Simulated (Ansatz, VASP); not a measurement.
## One calculation of SiC, two programs

```
Si C
1.0
     4.37731    0.00000    0.00000
     0.00000    4.37731    0.00000
     0.00000    0.00000    4.38395
Si C
4 4
Direct
  0.75003 0.74996 0.74997
  0.74996 0.24997 0.25003
  0.25004 0.75003 0.25003
  0.24997 0.25004 0.74997
  0.00000 0.50000 0.49991
  0.00000 0.00000 0.00000
  0.50000 0.50000 0.00000
  0.50000 0.00000 0.50009
```

Alike in both runs: functional PBE; k mesh 4 × 4 × 4; occupations gaussian, width 0.1 eV; no spin polarisation.

Ansatz relaxed the structure, and its values are those at the end. VASP's run is a single point on that final structure, the one shown.

|  | VASP | Ansatz |
| --- | --- | --- |
| version | VASP 6.6.1 | Ansatz 0.2.0 |
| potentials or method | VASP PAW PBE potentials, release 64 (Si, C), cutoff 520 eV | scalar-relativistic, plane waves, PAW |
| valence electrons in the cell | 32 | 32 |

```tsv
	VASP	Ansatz	Ansatz less VASP
gap on the k mesh at the Fermi level (eV)	1.36	1.36	+0.002
least direct gap on the mesh (eV)	1.36	1.36	+0.002
pressure (GPa)	0.0	0.0	+0.05
```

With one functional, cell and mesh, what is left measures potentials, basis and numerics.
